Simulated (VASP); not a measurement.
# Ta2C (P-3m1) in VASP: relaxation of cell and atoms with LDA

Aim: the relaxation of cell and atoms of Ta2C with LDA.

Program: VASP 6.6.1. These are calculated values, not measurements. Logs are shortened: lines on timing, memory, paths and dates and some standing lists are left out, and cuts for length are marked.

### 1 The cell of the first run

The structure is trigonal, space group P-3m1 (No. 164). Conventional cell: a = 3.122 Å, b = 3.122 Å, c = 4.962 Å, α = 90.00°, β = 90.00°, γ = 120.00°. Ta (site symmetry 3m) has 3 C at 2.20 Å within 2.9 Å. Within 2.9 Å of C (site symmetry -3m) lie 6 Ta at 2.20 Å.

### 2 Relaxation of cell and atoms, LDA

File INCAR:

```
SYSTEM = Ta2C
  PREC = Accurate
  ENCUT = 600
  EDIFF = 1E-7
  ISMEAR = 0
  SIGMA = 0.1
  LREAL = .False.
  LASPH = .True.
  NELM = 120
  ALGO = Normal
  ISIF = 3
  LWAVE = .False.
  LCHARG = .False.
  IBRION = 2
  NSW = 70
  EDIFFG = -0.005
  GGA_COMPAT = .False.
  NELMIN = 4
```

File KPOINTS:

```
Automatic mesh
0
Gamma
  15 15 8
  0 0 0
```

File POSCAR:

```
Ta2C
1.0
    3.1216111275      0.0000000000      0.0000000000
   -1.5608055637      2.7033945371      0.0000000000
    0.0000000000      0.0000000000      4.9616082008
Ta C
2 1
Direct
    0.3333333333      0.6666666667      0.2528875965
    0.6666666667      0.3333333333      0.7471124035
    0.0000000000      0.0000000000      0.0000000000
```

Potentials or basis: VASP PAW LDA potentials, release 64 (Ta_sv_GW, C).

Started as:

```
$ cat potpaw_LDA.64/Ta_sv_GW/POTCAR potpaw_LDA.64/C/POTCAR > POTCAR
$ mpirun -np 1 vasp_std > vasp.out
```

OUTCAR:

```text
SYSTEM = Ta2C
   PREC = Accurate
   ENCUT = 600
   EDIFF = 1E-7
   ISMEAR = 0
   LREAL = .False.
   LASPH = .True.
   NELM = 120
   ISIF = 3
   IBRION = 2
   NSW = 70
   EDIFFG = -0.005
   NELMIN = 4

 ion  position               nearest neighbor table
   1  0.333  0.667  0.253-   3 2.20   3 2.20   3 2.20   2 3.04   2 3.04   2 3.04   2 3.09   2 3.09
                             2 3.09
   2  0.667  0.333  0.747-   3 2.20   3 2.20   3 2.20   1 3.04   1 3.04   1 3.04   1 3.09   1 3.09
                             1 3.09
   3  0.000  0.000  0.000-   1 2.20   2 2.20   1 2.20   2 2.20   2 2.20   1 2.20

  LATTYP: Found a hexagonal cell.
 ALAT       =     3.1216111275
 C/A-ratio  =     1.5894382734

  Lattice vectors:

 A1 = (   3.1216111275,   0.0000000000,   0.0000000000)
 A2 = (  -1.5608055637,   2.7033945371,   0.0000000000)
 A3 = (   0.0000000000,   0.0000000000,   4.9616082008)

Analysis of symmetry for initial positions (statically):
=====================================================================
 Subroutine PRICEL returns:
 Original cell was already a primitive cell.

 Routine SETGRP: Setting up the symmetry group for a
 hexagonal supercell.

 Subroutine GETGRP returns: Found 12 space group operations
 (whereof 12 operations were pure point group operations)
 out of a pool of 24 trial point group operations.

The static configuration has the point symmetry D_3d.

Analysis of symmetry for dynamics (positions and initial velocities):
=====================================================================
 Subroutine PRICEL returns:
 Original cell was already a primitive cell.

 Routine SETGRP: Setting up the symmetry group for a
 hexagonal supercell.

 Subroutine GETGRP returns: Found 12 space group operations
 (whereof 12 operations were pure point group operations)
 out of a pool of 24 trial point group operations.

The dynamic configuration has the point symmetry D_3d.

 Subroutine INISYM returns: Found 12 space group operations
 (whereof 12 operations are pure point group operations),
 and found     1 'primitive' translations

----------------------------------------------------------------------------------------

                                     Primitive cell

  volume of cell :      41.8707

  direct lattice vectors                    reciprocal lattice vectors
     3.121611128  0.000000000  0.000000000     0.320347397  0.184952656  0.000000000
    -1.560805564  2.703394537  0.000000000     0.000000000  0.369905312  0.000000000
     0.000000000  0.000000000  4.961608201     0.000000000  0.000000000  0.201547555

  length of vectors
     3.121611128  3.121611127  4.961608201     0.369905312  0.369905312  0.201547555

  position of ions in fractional coordinates (direct lattice)
     0.333333333  0.666666667  0.252887597
     0.666666667  0.333333333  0.747112403
     0.000000000  0.000000000  0.000000000

  ion indices of the primitive-cell ions
   primitive index   ion index
                 1           1
                 2           2
                 3           3

----------------------------------------------------------------------------------------

 KPOINTS: Automatic mesh

Automatic generation of k-mesh.
 Grid dimensions read from file:
 generate k-points for:   15   15    8

 Generating k-lattice:

  Cartesian coordinates                     Fractional coordinates (reciprocal lattice)
     0.021356493  0.012330177  0.000000000     0.066666667  0.000000000  0.000000000
     0.000000000  0.024660354  0.000000000     0.000000000  0.066666667  0.000000000
     0.000000000  0.000000000  0.025193444     0.000000000  0.000000000  0.125000000

  Length of vectors
     0.024660354  0.024660354  0.025193444

  Shift w.r.t. Gamma in fractional coordinates (k-lattice)
     0.000000000  0.000000000  0.000000000

 Subroutine IBZKPT returns following result:
 ===========================================

 Found    192 irreducible k-points:

 Following reciprocal coordinates:
            Coordinates               Weight
  0.000000  0.000000  0.000000      1.000000
  0.066667  0.000000  0.000000      6.000000
  0.133333  0.000000  0.000000      6.000000
  0.200000  0.000000  0.000000      6.000000
  0.266667  0.000000  0.000000      6.000000
  0.333333  0.000000  0.000000      6.000000
[... 16 lines left out ...]
  0.333333  0.200000  0.000000     12.000000
  0.400000  0.200000  0.000000      6.000000
 [... further k-points ...]
   k-points           NKPTS =    192   k-points in BZ     NKDIM =    192   number of bands    NBANDS=     19
   number of dos      NEDOS =    301   number of ions     NIONS =      3
   total plane-waves  NPLWV =  31360
   dimension x,y,z NGX =    28 NGY =   28 NGZ =   40
   dimension x,y,z NGXF=    56 NGYF=   56 NGZF=   80
   ions per type =               2   1
   NGX,Y,Z   is equivalent  to a cutoff of  14.91, 14.91, 13.40 a.u.
   NGXF,Y,Z  is equivalent  to a cutoff of  29.82, 29.82, 26.81 a.u.
 SYSTEM =  Ta2C
   PREC   = accura    normal or accurate (medium, high low for compatibility)
   ISTART =      0    job   : 0-new  1-cont  2-samecut
   ICHARG =      2    charge: 1-file 2-atom 10-const
   ISPIN  =      1    spin polarized calculation?
   LNONCOLLINEAR =      F non collinear calculations
   LSORBIT =      F    spin-orbit coupling
   LASPH  =      T    aspherical Exc in radial PAW
   ENCUT  =  600.0 eV  44.10 Ry    6.64 a.u.   6.23  6.23  9.91*2*pi/ulx,y,z
   NELM   =    120;   NELMIN=  4; NELMDL= -5     # of ELM steps
   EDIFF  = 0.1E-06   stopping-criterion for ELM
   LREAL  =      F    real-space projection
   EDIFFG = -.5E-02   stopping-criterion for IOM
   NSW    =     70    number of steps for IOM
   IBRION =      2    ionic relax: 0-MD 1-quasi-New 2-CG
   NFREE  =      1    steps in history (QN), initial steepest desc. (CG)
   ISIF   =      3    stress and relaxation
   ISYM   =      2    0-nonsym 1-usesym 2-fastsym
   POTIM  = 0.5000    time-step for ionic-motion
   TEBEG  =    0.0;   TEEND  =   0.0 temperature during run
   PSTRESS=    0.0 pullay stress
   NELECT =      30.0000    total number of electrons
   NUPDOWN=      -1.0000    fix difference up-down
   EMIN   =  10.00;   EMAX   =-10.00  energy-range for DOS
   EFERMI =   0.00;   METHOD = LEGACY
   ISMEAR =     0;   SIGMA  =   0.10  broadening in eV -4-tet -1-fermi 0-gaus
   EFERMI_NEDOS =   21; number of points for ismear=-14 and -15
   IALGO  =     38    algorithm
   IMIX   =      4    mixing-type and parameters
     AMIX     =   0.40;   BMIX     =  1.00
     AMIX_MAG =   1.60;   BMIX_MAG =  1.00
  volume/ion in A,a.u.               =      13.96        94.19
  Fermi-wavevector in a.u.,A,eV,Ry     =   1.464912  2.768283 29.197676  2.145969
  Thomas-Fermi vector in A             =   2.580832
   LORBIT       =      0    0 simple, 1 ext, 2 COOP (PROOUT), +10 PAW based schemes
   GGA     = CA    functional components
   LHFCALC =     F    Hartree Fock is set to
   AEXX    =    0.0000 exact exchange contribution
   IVDW    =     0    specifies the selected vdW correction
   LEPSILON=     F    determine dielectric tensor
   LRPA    =     F    only Hartree local field effects (RPA)
 conjugate gradient relaxation of ions
 non-spin polarized calculation
 Gauss-broadening in eV      SIGMA  =   0.10
  energy-cutoff  :      600.00
  volume of cell :       41.87
 maximum number of plane-waves:      1424
 NGX is ok and might be reduce to    28
   NGX = 13   NGY = 13   NGZ = 19

--------------------------------------- Ionic step        1  -------------------------------------------

 number of electron      30.0000001 magnetization

 Free energy of the ion-electron system (eV)
  ---------------------------------------------------
  ext. energy  EPLUGINS =         0.00000000
  ---------------------------------------------------
  free energy    TOTEN  =       -42.62219270 eV

  energy without entropy =      -42.61884689  energy(sigma->0) =      -42.62051979

------------------------ aborting loop because EDIFF is reached ----------------------------------------

  FORCE on cell =-STRESS in cart. coord.  units (eV):
  Direction    XX          YY          ZZ          XY          YZ          ZX
  --------------------------------------------------------------------------------------
  -------------------------------------------------------------------------------------
  Total       -2.9074770     -2.9074770     -3.0001976     -0.0000000      0.0000000     -0.0000000
  in kB     -111.2541363   -111.2541363   -114.8020782     -0.0000000      0.0000000     -0.0000000
  external PRESSURE =    -112.4367836 kB  Pullay stress =       0.0000000 kB
[... 92 lines left out ...]
  FREE ENERGIE OF THE ION-ELECTRON SYSTEM (eV)
  ---------------------------------------------------
  free  energy   TOTEN  =       -42.6813980430 eV

  energy  without entropy=      -42.6780371967  energy(sigma->0) =      -42.67971762

[... ionic steps 4 to 7 ...]

--------------------------------------- Ionic step        8  -------------------------------------------

 number of electron      29.9999999 magnetization

------------------------ aborting loop because EDIFF is reached ----------------------------------------

  FORCE on cell =-STRESS in cart. coord.  units (eV):
  Direction    XX          YY          ZZ          XY          YZ          ZX
  --------------------------------------------------------------------------------------
  -------------------------------------------------------------------------------------
  Total        0.0474658      0.0474658      0.0228060      0.0000000     -0.0000000      0.0000000
  in kB        1.8931264      1.8931264      0.9095942      0.0000000     -0.0000000      0.0000000
  external PRESSURE =       1.5652823 kB  Pullay stress =       0.0000000 kB
[... 59 lines left out ...]
  energy  without entropy=      -42.6791868582  energy(sigma->0) =      -42.68082988

--------------------------------------- Ionic step       10  -------------------------------------------

 number of electron      29.9999999 magnetization

 Free energy of the ion-electron system (eV)
  ---------------------------------------------------
  ext. energy  EPLUGINS =         0.00000000
  ---------------------------------------------------
  free energy    TOTEN  =       -42.68252113 eV

  energy without entropy =      -42.67923190  energy(sigma->0) =      -42.68087652

 E-fermi :  10.9784     XC(G=0): -13.5058

 val. band max:       10.9692617393   @ k =   0.4000   0.1333   0.5000
 cond. band min:      11.0005134424   @ k =   0.0667   0.0667   0.5000
 fundamental gap:      0.0312517031
 Fermi energy:        10.9784012094

 k-point     1 :       0.0000    0.0000    0.0000
  band No.  band energies     occupation
      1     -56.4142      2.00000
      2     -56.3348      2.00000
      3     -23.6493      2.00000
      4     -22.8852      2.00000
      5     -22.8852      2.00000
      6     -22.7608      2.00000
[... 11 lines left out ...]
     18      12.1233      0.00000
     19      13.3664      0.00000
[... 489 lines left out ...]
      3     -23.5023      2.00000
      4     -23.3145      2.00000
      5     -23.2070      2.00000
      6     -23.1534      2.00000
[... 11 lines left out ...]
     18      15.0589      0.00000
     19      15.4380      0.00000

 [... further k-points ...]

------------------------ aborting loop because EDIFF is reached ----------------------------------------

  FORCE on cell =-STRESS in cart. coord.  units (eV):
  Direction    XX          YY          ZZ          XY          YZ          ZX
  --------------------------------------------------------------------------------------
  -------------------------------------------------------------------------------------
  Total        0.0094622      0.0094622     -0.0080346      0.0000000     -0.0000000      0.0000000
  in kB        0.3772059      0.3772059     -0.3202974      0.0000000     -0.0000000      0.0000000
  external PRESSURE =       0.1447048 kB  Pullay stress =       0.0000000 kB
[... 18 lines left out ...]
  FREE ENERGIE OF THE ION-ELECTRON SYSTEM (eV)
  ---------------------------------------------------
  free  energy   TOTEN  =       -42.6825211277 eV

  energy  without entropy=      -42.6792319032  energy(sigma->0) =      -42.68087652

 reached required accuracy - stopping structural energy minimisation
```

It took 11 min on 1 thread of AMD EPYC 9R45 (Zen 5), shared host; peak memory 0.3 GiB.

What came out:

| Quantity | Value |
| --- | --- |
| Free energy | -42.6825 eV |
| Relaxed volume | 13.40 Å³/atom |
| Relaxed cell | a = 3.079 Å, b = 3.079 Å, c = 4.895 Å, α = 90.00°, β = 90.00°, γ = 120.00° |
| Space group after relaxing (to 0.1 Å) | P-3m1 (No. 164) |
| Energy gained by relaxing | 20.1 meV/atom |
| Ionic steps | 10 |
| Pressure after relaxing | 0.0 GPa |
| Largest force after relaxing | 0.004 eV/Å |
| Band gap on the k mesh | zero (bands 15 and 16 overlap by 0.82 eV) |

Forces on the atoms (eV/Å):
```
Ta   0.000  0.000  0.004
Ta   0.000  0.000 -0.004
C    0.000  0.000  0.000
```

The path:
| step | energy change (eV) | largest force (eV/Å) | pressure (GPa) | volume (Å³) |
| --- | --- | --- | --- | --- |
| 1 | 0.0000 | 0.2756 | -11.24 | 41.87 |
| 2 | 0.4277 | 1.8318 | 40.67 | 36.21 |
| 3 | -0.0592 | 0.1470 | -0.65 | 40.33 |
| 4 | -0.0593 | 0.1659 | -0.20 | 40.27 |
| 5 | -0.0593 | 0.1758 | 0.01 | 40.24 |
| 6 | -0.0602 | 0.0378 | 0.20 | 40.15 |
| 7 | -0.0603 | 0.0066 | 0.19 | 40.17 |
| 8 | -0.0603 | 0.0102 | 0.16 | 40.17 |
| 9 | -0.0603 | 0.0121 | -0.29 | 40.23 |
| 10 | -0.0603 | 0.0036 | 0.01 | 40.19 |

Final structure:
```xyz
3
Lattice="3.0790 0.0000 0.0000 -1.5395 2.6665 0.0000 0.0000 0.0000 4.8952" Properties=species:S:1:pos:R:3 pbc="T T T"
Ta    0.0000    1.7777    1.2403
Ta    1.5395    0.8888    3.6549
C     0.0000    0.0000    4.8952
```

Caveat: spin-orbit coupling is left out, which moves the levels of the heavy elements. Zero-point motion and thermal expansion aren't in these numbers.
